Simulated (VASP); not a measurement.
# Si3Ge (Pmm2) in VASP: single point with PBE

Aim: the single point of Si3Ge with PBE.

Program: VASP 6.6.1. These are calculated values, not measurements. Logs are shortened: lines on timing, memory, paths and dates and some standing lists are left out, and cuts for length are marked.

### Step 1. The cell of the first run

Symmetry: Pmm2, No. 25, orthorhombic system. The conventional cell has a = 2.848 Å, b = 4.619 Å, c = 4.932 Å, α = 90.00°, β = 90.00°, γ = 90.00°. Within 3.7 Å of Si (site symmetry mm2) lie 8 Si at 2.83 to 2.85 Å and 4 Ge at 2.85 Å. Si (site symmetry mm2) has 4 Ge at 2.83 Å and 8 Si at 2.83 to 2.85 Å within 3.7 Å. Within 3.7 Å of Si (site symmetry mm2) lie 10 Si at 2.83 to 2.85 Å and 2 Ge at 2.83 Å. Within 3.7 Å of Ge (site symmetry mm2) lie 10 Si at 2.83 to 2.85 Å and 2 Ge at 2.85 Å.

### Step 2. Single point, PBE

The input, INCAR:

```
PREC = Accurate
ENCUT = 520
EDIFF = 1E-7
ISMEAR = 0
SIGMA = 0.1
LREAL = F
LASPH = T
NELM = 100
ALGO = Normal
ISIF = 2
LWAVE = F
LCHARG = T
GGA = PE
LELF = T
LVHAR = T
NBANDS = 21
```

The input, KPOINTS:

```
Automatic mesh
0
Gamma
  6 4 4
```

The input, POSCAR:

```
Si3Ge
1.0
    2.8477208400      0.0000000000      0.0000000000
    0.0000000000      4.6185425600      0.0000000000
    0.0000000000      0.0000000000      4.9323971800
Si Ge
3 1
Direct
    0.5000000000      0.0000000000      0.8333333300
    0.5000000000      0.5000000000      0.1666666700
    0.0000000000      0.5000000000      0.6666666700
    0.0000000000      0.0000000000      0.3333333300
```

Potentials or basis: VASP PAW PBE potentials, release 64 (Si, Ge_d).

Started as:

```bash
$ cat potpaw_PBE.64/Si/POTCAR potpaw_PBE.64/Ge_d/POTCAR > POTCAR
$ mpirun -np 1 vasp_std > vasp.out
```

OUTCAR:

```text
PREC = Accurate
   ENCUT = 520
   EDIFF = 1E-7
   ISMEAR = 0
   LREAL = F
   LASPH = T
   NELM = 100
   ISIF = 2
   GGA = PE

 ion  position               nearest neighbor table
   1  0.500  0.000  0.833-   3 2.83   3 2.83   3 2.83   3 2.83   2 2.83   2 2.83   4 2.85   4 2.85
                             4 2.85   4 2.85
   2  0.500  0.500  0.167-   4 2.83   4 2.83   4 2.83   4 2.83   1 2.83   1 2.83   3 2.85   3 2.85
                             3 2.85   3 2.85
   3  0.000  0.500  0.667-   1 2.83   1 2.83   1 2.83   1 2.83   4 2.83   4 2.83   2 2.85   2 2.85
                             2 2.85   2 2.85
   4  0.000  0.000  0.333-   2 2.83   2 2.83   2 2.83   2 2.83   3 2.83   3 2.83   1 2.85   1 2.85
                             1 2.85   1 2.85

  LATTYP: Found a simple orthorhombic cell.
 ALAT       =     2.8477208400
 B/A-ratio  =     1.6218382417
 C/A-ratio  =     1.7320508073

  Lattice vectors:

 A1 = (   2.8477208400,   0.0000000000,   0.0000000000)
 A2 = (   0.0000000000,   4.6185425600,   0.0000000000)
 A3 = (   0.0000000000,   0.0000000000,   4.9323971800)

Analysis of symmetry for initial positions (statically):
=====================================================================
 Subroutine PRICEL returns:
 Original cell was already a primitive cell.

 Routine SETGRP: Setting up the symmetry group for a
 simple orthorhombic supercell.

 Subroutine GETGRP returns: Found  4 space group operations
 (whereof  4 operations were pure point group operations)
 out of a pool of  8 trial point group operations.

The static configuration has the point symmetry C_2v.

Analysis of symmetry for dynamics (positions and initial velocities):
=====================================================================
 Subroutine PRICEL returns:
 Original cell was already a primitive cell.

 Routine SETGRP: Setting up the symmetry group for a
 simple orthorhombic supercell.

 Subroutine GETGRP returns: Found  4 space group operations
 (whereof  4 operations were pure point group operations)
 out of a pool of  8 trial point group operations.

The dynamic configuration has the point symmetry C_2v.

 Subroutine INISYM returns: Found  4 space group operations
 (whereof  4 operations are pure point group operations),
 and found     1 'primitive' translations

----------------------------------------------------------------------------------------

                                     Primitive cell

  volume of cell :      64.8725

  direct lattice vectors                    reciprocal lattice vectors
     2.847720840  0.000000000  0.000000000     0.351158016  0.000000000  0.000000000
     0.000000000  4.618542560  0.000000000     0.000000000  0.216518520  0.000000000
     0.000000000  0.000000000  4.932397180     0.000000000  0.000000000  0.202741175

  length of vectors
     2.847720840  4.618542560  4.932397180     0.351158016  0.216518520  0.202741175

  position of ions in fractional coordinates (direct lattice)
     0.500000000  0.000000000  0.833333330
     0.500000000  0.500000000  0.166666670
     0.000000000  0.500000000  0.666666670
     0.000000000  0.000000000  0.333333330

  ion indices of the primitive-cell ions
   primitive index   ion index
                 1           1
                 2           2
                 3           3
                 4           4

----------------------------------------------------------------------------------------

 KPOINTS: Automatic mesh

Automatic generation of k-mesh.
 Grid dimensions read from file:
 generate k-points for:    6    4    4

 Generating k-lattice:

  Cartesian coordinates                     Fractional coordinates (reciprocal lattice)
     0.058526336  0.000000000  0.000000000     0.166666667  0.000000000  0.000000000
     0.000000000  0.054129630  0.000000000     0.000000000  0.250000000  0.000000000
     0.000000000  0.000000000  0.050685294     0.000000000  0.000000000  0.250000000

  Length of vectors
     0.058526336  0.054129630  0.050685294

  Shift w.r.t. Gamma in fractional coordinates (k-lattice)
     0.000000000  0.000000000  0.000000000

 Subroutine IBZKPT returns following result:
 ===========================================

 Found     36 irreducible k-points:

 Following reciprocal coordinates:
            Coordinates               Weight
  0.000000  0.000000  0.000000      1.000000
  0.166667  0.000000  0.000000      2.000000
  0.333333  0.000000  0.000000      2.000000
  0.500000  0.000000  0.000000      1.000000
  0.000000  0.250000  0.000000      2.000000
  0.166667  0.250000  0.000000      4.000000
[... 16 lines left out ...]
  0.333333  0.500000  0.250000      4.000000
  0.500000  0.500000  0.250000      2.000000
 [... further k-points ...]
   k-points           NKPTS =     36   k-points in BZ     NKDIM =     36   number of bands    NBANDS=     21
   number of dos      NEDOS =    301   number of ions     NIONS =      4
   total plane-waves  NPLWV =  34560
   dimension x,y,z NGX =    24 NGY =   36 NGZ =   40
   dimension x,y,z NGXF=    48 NGYF=   72 NGZF=   80
   ions per type =               3   1
   NGX,Y,Z   is equivalent  to a cutoff of  14.01, 12.96, 13.48 a.u.
   NGXF,Y,Z  is equivalent  to a cutoff of  28.02, 25.92, 26.96 a.u.
 SYSTEM =  unknown system
   PREC   = accura    normal or accurate (medium, high low for compatibility)
   ISTART =      0    job   : 0-new  1-cont  2-samecut
   ICHARG =      2    charge: 1-file 2-atom 10-const
   ISPIN  =      1    spin polarized calculation?
   LNONCOLLINEAR =      F non collinear calculations
   LSORBIT =      F    spin-orbit coupling
   LASPH  =      T    aspherical Exc in radial PAW
   ENCUT  =  520.0 eV  38.22 Ry    6.18 a.u.   5.29  8.59  9.17*2*pi/ulx,y,z
   NELM   =    100;   NELMIN=  2; NELMDL= -5     # of ELM steps
   EDIFF  = 0.1E-06   stopping-criterion for ELM
   LREAL  =      F    real-space projection
   EDIFFG = 0.1E-05   stopping-criterion for IOM
   NSW    =      0    number of steps for IOM
   IBRION =     -1    ionic relax: 0-MD 1-quasi-New 2-CG
   NFREE  =      0    steps in history (QN), initial steepest desc. (CG)
   ISIF   =      2    stress and relaxation
   ISYM   =      2    0-nonsym 1-usesym 2-fastsym
   POTIM  = 0.5000    time-step for ionic-motion
   TEBEG  =    0.0;   TEEND  =   0.0 temperature during run
   PSTRESS=    0.0 pullay stress
   NELECT =      26.0000    total number of electrons
   NUPDOWN=      -1.0000    fix difference up-down
   EMIN   =  10.00;   EMAX   =-10.00  energy-range for DOS
   EFERMI =   0.00;   METHOD = LEGACY
   ISMEAR =     0;   SIGMA  =   0.10  broadening in eV -4-tet -1-fermi 0-gaus
   EFERMI_NEDOS =   21; number of points for ismear=-14 and -15
   IALGO  =     38    algorithm
   IMIX   =      4    mixing-type and parameters
     AMIX     =   0.40;   BMIX     =  1.00
     AMIX_MAG =   1.60;   BMIX_MAG =  1.00
  volume/ion in A,a.u.               =      16.22       109.45
  Fermi-wavevector in a.u.,A,eV,Ry     =   1.207014  2.280927 19.822109  1.456884
  Thomas-Fermi vector in A             =   2.342665
   LORBIT       =      0    0 simple, 1 ext, 2 COOP (PROOUT), +10 PAW based schemes
   GGA     = PE    functional components
   LHFCALC =     F    Hartree Fock is set to
   AEXX    =    0.0000 exact exchange contribution
   IVDW    =     0    specifies the selected vdW correction
   LEPSILON=     F    determine dielectric tensor
   LRPA    =     F    only Hartree local field effects (RPA)
 non-spin polarized calculation
 Gauss-broadening in eV      SIGMA  =   0.10
  energy-cutoff  :      520.00
  volume of cell :       64.87
 maximum number of plane-waves:      1770
 NGX is ok and might be reduce to    24
   NGX = 11   NGY = 17   NGZ = 19

 number of electron      25.9999993 magnetization

 Free energy of the ion-electron system (eV)
  ---------------------------------------------------
  ext. energy  EPLUGINS =         0.00000000
  ---------------------------------------------------
  free energy    TOTEN  =       -18.62445729 eV

  energy without entropy =      -18.61486440  energy(sigma->0) =      -18.61966085

 E-fermi :   8.7498     XC(G=0): -11.0744

 val. band max:        8.7362561494   @ k =   0.3333   0.2500   0.0000
 cond. band min:       8.7838900246   @ k =   0.1667   0.2500   0.5000
 fundamental gap:      0.0476338752
 Fermi energy:         8.7498115226

 k-point     1 :       0.0000    0.0000    0.0000
  band No.  band energies     occupation
      1     -16.1697      2.00000
      2     -16.0979      2.00000
      3     -16.0932      2.00000
      4     -16.0722      2.00000
      5     -16.0645      2.00000
      6      -5.0640      2.00000
[... 13 lines left out ...]
     20      17.7066      0.00000
     21      17.7347      0.00000

 k-point     2 :       0.1667    0.0000    0.0000
  band No.  band energies     occupation
      1     -16.1350      2.00000
      2     -16.0958      2.00000
      3     -16.0915      2.00000
      4     -16.0860      2.00000
      5     -16.0780      2.00000
      6      -4.5626      2.00000
[... 13 lines left out ...]
     20      17.2052      0.00000
     21      17.6884      0.00000

 k-point     3 :       0.3333    0.0000    0.0000
  band No.  band energies     occupation
      1     -16.1134      2.00000
      2     -16.1049      2.00000
      3     -16.0922      2.00000
      4     -16.0882      2.00000
      5     -16.0649      2.00000
      6      -3.0645      2.00000
[... 13 lines left out ...]
     20      14.2014      0.00000
     21      14.5475      0.00000
[... 457 lines left out ...]
 k-point    23 :       0.3333    0.5000    0.2500
  band No.  band energies     occupation
      1     -16.1136      2.00000
      2     -16.1058      2.00000
      3     -16.0905      2.00000
      4     -16.0889      2.00000
      5     -16.0639      2.00000
      6      -1.2106      2.00000
[... 13 lines left out ...]
     20      14.5642      0.00000
     21      14.7290      0.00000

 k-point    24 :       0.5000    0.5000    0.2500
  band No.  band energies     occupation
      1     -16.1272      2.00000
      2     -16.1194      2.00000
      3     -16.0884      2.00000
      4     -16.0872      2.00000
      5     -16.0294      2.00000
      6       0.9297      2.00000
[... 13 lines left out ...]
     20      14.2454      0.00000
     21      14.4050      0.00000

 [... further k-points ...]
[... 5 lines left out ...]
  --------------------------------------------------------------------------------------
  -------------------------------------------------------------------------------------
  Total       -0.5113954     -1.7381675      0.2714824      0.0000000      0.0000000      0.0000000
  in kB      -12.6301051    -42.9281129      6.7048933      0.0000000      0.0000000      0.0000000
  external PRESSURE =     -16.2844416 kB  Pullay stress =       0.0000000 kB

 VOLUME and BASIS-vectors are now :
 -----------------------------------------------------------------------------
  energy-cutoff  :      520.00
  volume of cell :       64.87
      direct lattice vectors                 reciprocal lattice vectors
     2.847720840  0.000000000  0.000000000     0.351158016  0.000000000  0.000000000
     0.000000000  4.618542560  0.000000000     0.000000000  0.216518520  0.000000000
     0.000000000  0.000000000  4.932397180     0.000000000  0.000000000  0.202741175

 POSITION                                       TOTAL-FORCE (eV/Angst)
 -----------------------------------------------------------------------------------
      1.42386      0.00000      4.11033         0.000000      0.000000      0.002497
      1.42386      2.30927      0.82207         0.000000      0.000000     -0.166492
      0.00000      2.30927      3.28826         0.000000      0.000000      0.311314
      0.00000      0.00000      1.64413         0.000000      0.000000     -0.147319
 -----------------------------------------------------------------------------------
    total drift:                                0.000000      0.000000      0.000461

  FREE ENERGIE OF THE ION-ELECTRON SYSTEM (eV)
  ---------------------------------------------------
  free  energy   TOTEN  =       -18.6244572944 eV

  energy  without entropy=      -18.6148644023  energy(sigma->0) =      -18.61966085
```

It took 49 s on 1 thread of Intel Xeon Platinum 8259CL at 2.50GHz (Skylake/Cascade Lake), shared host; peak memory 0.19 GiB.

What came out:

* Free energy: -18.6245 eV
* Pressure: -1.6 GPa
* Largest force: 0.311 eV/Å
* Band gap on the k mesh: zero (band 13 reaches 10.72 eV, above the bottom of band 14 at 6.57 eV)

Forces in eV/Å, atoms in the order of the input:
```
Si   0.000  0.000  0.002
Si   0.000  0.000 -0.166
Si   0.000  0.000  0.311
Ge   0.000  0.000 -0.147
```

Levels at points of the mesh, in eV from the Fermi level:
```csv
k point,band 9,band 10,band 11,band 12,band 13,band 14,band 15,band 16,band 17,band 18
"(0.00, 0.00, 0.00)",-7.22,-6.35,-1.79,-1.55,-1.41,0.46,2.74,5.39,7.17,7.22
"(0.50, 0.00, 0.00)",-3.82,-2.96,-2.91,-2.76,-2.69,-2.18,-2.05,2.26,2.55,2.64
"(0.00, 0.50, 0.00)",-6.43,-5.64,-5.50,1.28,1.35,4.28,4.30,5.14,5.35,6.98
"(0.50, 0.50, 0.00)",-7.43,-2.49,-2.10,-2.09,-2.09,-1.20,-1.20,-1.14,-0.96,5.17
"(0.00, 0.00, 0.50)",-5.87,-4.96,-4.83,-0.52,-0.47,4.09,4.12,4.84,5.13,6.20
"(0.50, 0.00, 0.50)",-7.24,-2.03,-1.59,-1.54,-1.51,-1.42,-1.41,0.39,0.55,2.69
"(0.00, 0.50, 0.50)",-10.33,0.90,0.96,1.03,1.10,2.60,2.75,2.84,2.92,5.46
"(0.50, 0.50, 0.50)",-6.39,-5.62,-5.61,-5.51,-5.48,4.17,4.22,4.32,4.43,5.07
```

Caveat: the k points lie up to 0.37 Å⁻¹ apart.
